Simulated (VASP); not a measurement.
# CdS (Hawleyite) (F-43m) in VASP: further runs

The runs below take CdS (Hawleyite) through relaxation of the atoms, with r2SCAN.

Program: VASP 6.6.1. These are calculated values, not measurements. Logs are shortened: lines on timing, memory, paths and dates and some standing lists are left out, and cuts for length are marked.

### Step 1. The cell of the first run

The structure is cubic, space group F-43m (No. 216). Conventional cell: a = 5.957 Å, b = 5.957 Å, c = 5.957 Å, α = 90.00°, β = 90.00°, γ = 90.00°. Within 3.4 Å of Cd (site symmetry -43m) lie 4 S at 2.58 Å. Within 3.4 Å of S (site symmetry -43m) lie 4 Cd at 2.58 Å.

### Step 2. Relaxation of the atoms, r2SCAN

The input, POSCAR:

```
CdS
1.0
    0.0000000000      2.9785920200      2.9785920200
    2.9785920200      0.0000000000      2.9785920200
    2.9785920200      2.9785920200      0.0000000000
Cd S
1 1
Direct
    0.0000000000      0.0000000000      0.0000000000
    0.2500000000      0.2500000000      0.2500000000
```

The input, INCAR.step1:

```
ALGO = Normal
EDIFF = 1E-4
ENCUT = 520
GGA = PE
ISMEAR = -1
LASPH = True
LCHARG = False
LREAL = False
LWAVE = True
NELM = 60
PREC = Accurate
SIGMA = 0.02
```

The input, INCAR.step2:

```
ALGO = Normal
EDIFF = 1E-7
EDIFFG = -0.01
ENCUT = 520
IBRION = 2
ISIF = 2
ISMEAR = -1
ISTART = 1
LASPH = True
LCHARG = False
LMIXTAU = True
LREAL = False
LWAVE = False
METAGGA = R2SCAN
NELM = 60
NSW = 50
PREC = Accurate
SIGMA = 0.02
```

The input, KPOINTS:

```
k-points
0
Gamma
  8 8 8
```

Potentials or basis: VASP PAW PBE potentials, release 64 (Cd, S).

The run is started by

```
$ cat potpaw_PBE.64/Cd/POTCAR potpaw_PBE.64/S/POTCAR > POTCAR
$ cp INCAR.step1 INCAR
$ mpirun -np 1 vasp_std > vasp.out
$ cp INCAR.step2 INCAR
$ mpirun -np 1 vasp_std > vasp.out
```

OUTCAR:

```text
EDIFF = 1E-7
   EDIFFG = -0.01
   ENCUT = 520
   IBRION = 2
   ISIF = 2
   ISMEAR = -1
   ISTART = 1
   LASPH = True
   LREAL = False
   METAGGA = R2SCAN
   NELM = 60
   NSW = 50
   PREC = Accurate

 ion  position               nearest neighbor table
   1  0.000  0.000  0.000-   2 2.58   2 2.58   2 2.58   2 2.58
   2  0.250  0.250  0.250-   1 2.58   1 2.58   1 2.58   1 2.58

  LATTYP: Found a face centered cubic cell.
 ALAT       =     5.9571840400

  Lattice vectors:

 A1 = (   0.0000000000,   2.9785920200,   2.9785920200)
 A2 = (   2.9785920200,   0.0000000000,   2.9785920200)
 A3 = (   2.9785920200,   2.9785920200,   0.0000000000)

Analysis of symmetry for initial positions (statically):
=====================================================================
 Subroutine PRICEL returns:
 Original cell was already a primitive cell.

 Routine SETGRP: Setting up the symmetry group for a
 face centered cubic supercell.

 Subroutine GETGRP returns: Found 24 space group operations
 (whereof 24 operations were pure point group operations)
 out of a pool of 48 trial point group operations.

The static configuration has the point symmetry T_d .

Analysis of symmetry for dynamics (positions and initial velocities):
=====================================================================
 Subroutine PRICEL returns:
 Original cell was already a primitive cell.

 Routine SETGRP: Setting up the symmetry group for a
 face centered cubic supercell.

 Subroutine GETGRP returns: Found 24 space group operations
 (whereof 24 operations were pure point group operations)
 out of a pool of 48 trial point group operations.

The dynamic configuration has the point symmetry T_d .

 Subroutine INISYM returns: Found 24 space group operations
 (whereof 24 operations are pure point group operations),
 and found     1 'primitive' translations

----------------------------------------------------------------------------------------

                                     Primitive cell

  volume of cell :      52.8522

  direct lattice vectors                    reciprocal lattice vectors
     0.000000000  2.978592020  2.978592020    -0.167864547  0.167864547  0.167864547
     2.978592020  0.000000000  2.978592020     0.167864547 -0.167864547  0.167864547
     2.978592020  2.978592020  0.000000000     0.167864547  0.167864547 -0.167864547

  length of vectors
     4.212365231  4.212365231  4.212365231     0.290749924  0.290749924  0.290749924

  position of ions in fractional coordinates (direct lattice)
     0.000000000  0.000000000  0.000000000
     0.250000000  0.250000000  0.250000000

  ion indices of the primitive-cell ions
   primitive index   ion index
                 1           1
                 2           2

----------------------------------------------------------------------------------------

 KPOINTS: k-points

Automatic generation of k-mesh.
 Grid dimensions read from file:
 generate k-points for:    8    8    8

 Generating k-lattice:

  Cartesian coordinates                     Fractional coordinates (reciprocal lattice)
    -0.020983068  0.020983068  0.020983068     0.125000000  0.000000000  0.000000000
     0.020983068 -0.020983068  0.020983068     0.000000000  0.125000000  0.000000000
     0.020983068  0.020983068 -0.020983068     0.000000000  0.000000000  0.125000000

  Length of vectors
     0.036343741  0.036343741  0.036343741

  Shift w.r.t. Gamma in fractional coordinates (k-lattice)
     0.000000000  0.000000000  0.000000000

 Subroutine IBZKPT returns following result:
 ===========================================

 Found     29 irreducible k-points:

 Following reciprocal coordinates:
            Coordinates               Weight
  0.000000  0.000000  0.000000      1.000000
  0.125000  0.000000  0.000000      8.000000
  0.250000  0.000000  0.000000      8.000000
  0.375000  0.000000  0.000000      8.000000
  0.500000  0.000000  0.000000      4.000000
  0.125000  0.125000  0.000000      6.000000
[... 16 lines left out ...]
  0.500000  0.250000  0.125000     48.000000
 -0.375000  0.250000  0.125000     24.000000
 [... further k-points ...]
   k-points           NKPTS =     29   k-points in BZ     NKDIM =     29   number of bands    NBANDS=     13
   number of dos      NEDOS =    301   number of ions     NIONS =      2
   total plane-waves  NPLWV =  32768
   dimension x,y,z NGX =    32 NGY =   32 NGZ =   32
   dimension x,y,z NGXF=    64 NGYF=   64 NGZF=   64
   ions per type =               1   1
   NGX,Y,Z   is equivalent  to a cutoff of  12.63, 12.63, 12.63 a.u.
   NGXF,Y,Z  is equivalent  to a cutoff of  25.26, 25.26, 25.26 a.u.
 SYSTEM =  unknown system
   PREC   = accura    normal or accurate (medium, high low for compatibility)
   ISTART =      1    job   : 0-new  1-cont  2-samecut
   ICHARG =      0    charge: 1-file 2-atom 10-const
   ISPIN  =      1    spin polarized calculation?
   LNONCOLLINEAR =      F non collinear calculations
   LSORBIT =      F    spin-orbit coupling
   LASPH  =      T    aspherical Exc in radial PAW
   ENCUT  =  520.0 eV  38.22 Ry    6.18 a.u.   7.83  7.83  7.83*2*pi/ulx,y,z
   NELM   =     60;   NELMIN=  2; NELMDL=  0     # of ELM steps
   EDIFF  = 0.1E-06   stopping-criterion for ELM
   LREAL  =      F    real-space projection
   EDIFFG = -.1E-01   stopping-criterion for IOM
   NSW    =     50    number of steps for IOM
   IBRION =      2    ionic relax: 0-MD 1-quasi-New 2-CG
   NFREE  =      1    steps in history (QN), initial steepest desc. (CG)
   ISIF   =      2    stress and relaxation
   ISYM   =      2    0-nonsym 1-usesym 2-fastsym
   POTIM  = 0.5000    time-step for ionic-motion
   TEBEG  =    0.0;   TEEND  =   0.0 temperature during run
   PSTRESS=    0.0 pullay stress
   NELECT =      18.0000    total number of electrons
   NUPDOWN=      -1.0000    fix difference up-down
   EMIN   =  10.00;   EMAX   =-10.00  energy-range for DOS
   EFERMI =   0.00;   METHOD = LEGACY
   ISMEAR =    -1;   SIGMA  =   0.02  broadening in eV -4-tet -1-fermi 0-gaus
   EFERMI_NEDOS =   21; number of points for ismear=-14 and -15
   IALGO  =     38    algorithm
   IMIX   =      4    mixing-type and parameters
     AMIX     =   0.40;   BMIX     =  1.00
     AMIX_MAG =   1.60;   BMIX_MAG =  1.00
  volume/ion in A,a.u.               =      26.43       178.33
  Fermi-wavevector in a.u.,A,eV,Ry     =   1.143259  2.160446 17.783376  1.307041
  Thomas-Fermi vector in A             =   2.279955
   LORBIT       =      0    0 simple, 1 ext, 2 COOP (PROOUT), +10 PAW based schemes
   METAGGA = R2SCAN    functional components
   LHFCALC =     F    Hartree Fock is set to
   AEXX    =    0.0000 exact exchange contribution
   IVDW    =     0    specifies the selected vdW correction
   LEPSILON=     F    determine dielectric tensor
   LRPA    =     F    only Hartree local field effects (RPA)
 conjugate gradient relaxation of ions
 non-spin polarized calculation
  energy-cutoff  :      520.00
  volume of cell :       52.85
 maximum number of plane-waves:      1436
   NGX = 15   NGY = 15   NGZ = 15

 number of electron      17.9999997 magnetization

 Free energy of the ion-electron system (eV)
  ---------------------------------------------------
  ext. energy  EPLUGINS =         0.00000000
  ---------------------------------------------------
  free energy    TOTEN  =       -29.67481444 eV

  energy without entropy =      -29.67481444  energy(sigma->0) =      -29.67481444

 E-fermi :   0.9830     XC(G=0):  -9.4243

 val. band max:        0.5279631742   @ k =   0.0000   0.0000   0.0000
 cond. band min:       1.9714690628   @ k =   0.0000   0.0000   0.0000
 fundamental gap:      1.4435058886
 Fermi energy:         0.9829623999

 k-point     1 :       0.0000    0.0000    0.0000
  band No.  band energies     occupation
      1     -11.9684      2.00000
      2      -7.2344      2.00000
      3      -7.2344      2.00000
      4      -7.2344      2.00000
      5      -6.8082      2.00000
      6      -6.8082      2.00000
      7       0.5280      2.00000
      8       0.5280      2.00000
      9       0.5280      2.00000
     10       1.9715      0.00000
     11       7.6071      0.00000
     12       7.6071      0.00000
     13       7.6071      0.00000

 k-point     2 :       0.1250    0.0000    0.0000
  band No.  band energies     occupation
      1     -11.9140      2.00000
      2      -7.2145      2.00000
      3      -7.2145      2.00000
      4      -7.1795      2.00000
      5      -6.8088      2.00000
      6      -6.8088      2.00000
      7      -0.4102      2.00000
      8       0.4187      2.00000
      9       0.4187      2.00000
     10       2.7619      0.00000
     11       7.2917      0.00000
     12       7.7964      0.00000
     13       7.7964      0.00000

 k-point     3 :       0.2500    0.0000    0.0000
  band No.  band energies     occupation
      1     -11.7823      2.00000
      2      -7.1711      2.00000
      3      -7.1711      2.00000
      4      -6.9940      2.00000
      5      -6.8040      2.00000
      6      -6.8040      2.00000
      7      -1.8116      2.00000
      8       0.1711      2.00000
      9       0.1711      2.00000
     10       3.6054      0.00000
     11       7.1920      0.00000
     12       8.0751      0.00000
     13       8.0751      0.00000

 k-point     4 :       0.3750    0.0000    0.0000
  band No.  band energies     occupation
      1     -11.6508      2.00000
      2      -7.1368      2.00000
      3      -7.1368      2.00000
      4      -6.7876      2.00000
      5      -6.7876      2.00000
      6      -6.6810      2.00000
      7      -3.0219      2.00000
      8      -0.0590      2.00000
      9      -0.0590      2.00000
     10       3.8773      0.00000
     11       7.7998      0.00000
     12       8.0644      0.00000
     13       8.0644      0.00000

 k-point     5 :       0.5000    0.0000    0.0000
  band No.  band energies     occupation
      1     -11.5966      2.00000
      2      -7.1260      2.00000
      3      -7.1259      2.00000
      4      -6.7766      2.00000
      5      -6.7766      2.00000
      6      -6.4758      2.00000
      7      -3.5556      2.00000
      8      -0.1503      2.00000
      9      -0.1503      2.00000
     10       3.8955      0.00000
     11       7.9987      0.00000
     12       7.9987      0.00000
     13       8.2189      0.00000
[... 257 lines left out ...]
 k-point    22 :       0.3750    0.2500    0.1250
  band No.  band energies     occupation
      1     -11.6857      2.00000
      2      -7.1231      2.00000
      3      -7.1004      2.00000
      4      -6.9350      2.00000
      5      -6.7972      2.00000
      6      -6.7530      2.00000
      7      -2.1129      2.00000
      8      -0.7209      2.00000
      9      -0.1520      2.00000
     10       4.6245      0.00000
     11       6.3331      0.00000
     12       7.9653      0.00000
     13       8.9591      0.00000

 k-point    23 :       0.5000    0.2500    0.1250
  band No.  band energies     occupation
      1     -11.5821      2.00000
      2      -7.0898      2.00000
      3      -7.0691      2.00000
      4      -6.8586      2.00000
      5      -6.7789      2.00000
      6      -6.5406      2.00000
      7      -2.8956      2.00000
      8      -1.1368      2.00000
      9      -0.4308      2.00000
     10       5.1177      0.00000
     11       6.6451      0.00000
     12       7.7281      0.00000
     13       9.2161      0.00000

 k-point    24 :      -0.3750    0.2500    0.1250
  band No.  band energies     occupation
      1     -11.5398      2.00000
      2      -7.0839      2.00000
      3      -7.0547      2.00000
      4      -6.8276      2.00000
      5      -6.7849      2.00000
      6      -6.3782      2.00000
      7      -3.2844      2.00000
      8      -1.2417      2.00000
      9      -0.5769      2.00000
     10       5.2031      0.00000
     11       6.6957      0.00000
     12       8.1259      0.00000
     13       9.2739      0.00000

 [... further k-points ...]
[... 5 lines left out ...]
  --------------------------------------------------------------------------------------
  -------------------------------------------------------------------------------------
  Total       -0.6515401     -0.6515401     -0.6515401      0.0000000      0.0000000     -0.0000000
  in kB      -19.7509803    -19.7509803    -19.7509803      0.0000000      0.0000000     -0.0000000
  external PRESSURE =     -19.7509803 kB  Pullay stress =       0.0000000 kB

 VOLUME and BASIS-vectors are now :
 -----------------------------------------------------------------------------
  energy-cutoff  :      520.00
  volume of cell :       52.85
      direct lattice vectors                 reciprocal lattice vectors
     0.000000000  2.978592020  2.978592020    -0.167864547  0.167864547  0.167864547
     2.978592020  0.000000000  2.978592020     0.167864547 -0.167864547  0.167864547
     2.978592020  2.978592020  0.000000000     0.167864547  0.167864547 -0.167864547

 POSITION                                       TOTAL-FORCE (eV/Angst)
 -----------------------------------------------------------------------------------
      0.00000      0.00000      0.00000        -0.000000     -0.000000     -0.000000
      1.48930      1.48930      1.48930         0.000000      0.000000      0.000000
 -----------------------------------------------------------------------------------
    total drift:                               -0.000002     -0.000002     -0.000002

  FREE ENERGIE OF THE ION-ELECTRON SYSTEM (eV)
  ---------------------------------------------------
  free  energy   TOTEN  =       -29.6748144440 eV

  energy  without entropy=      -29.6748144440  energy(sigma->0) =      -29.67481444

 reached required accuracy - stopping structural energy minimisation
```

Run time: 50 s. Hardware: 1 thread of Intel Xeon Platinum 8259CL at 2.50GHz (Skylake/Cascade Lake), shared host; peak memory 0.19 GiB.

What came out:

```
Free energy             : -29.6748 eV
Pressure after relaxing : -2.0 GPa
Band gap on the k mesh  : 1.44 eV, direct
```

Final structure:
```yaml
crystal:
  lattice:
    - [0.00000, 2.97859, 2.97859]
    - [2.97859, 0.00000, 2.97859]
    - [2.97859, 2.97859, 0.00000]
  atoms:
    - { symbol: Cd, position: [0.00000, 0.00000, 0.00000] }
    - { symbol: S, position: [0.25000, 0.25000, 0.25000] }
```

Levels at points of the mesh, in eV from the valence-band top:
```csv
k point,band 6,band 7,band 8,band 9,band 10,band 11,band 12,band 13
"(0.00, 0.00, 0.00)",-7.34,0.00,0.00,0.00,1.44,7.08,7.08,7.08
"(0.50, 0.00, 0.00)",-7.00,-4.08,-0.68,-0.68,3.37,7.47,7.47,7.69
"(0.50, 0.50, 0.00)",-6.94,-3.70,-1.71,-1.71,3.94,4.67,9.50,11.15
```

Caveat: the relaxation stopped at its first step, so nothing moved; the PAW data sets were made with another functional, which shifts forces and pressure a little. r2SCAN opens gaps a little over a GGA but as a rule still falls short of measured ones.

[end of part 1 of 2]
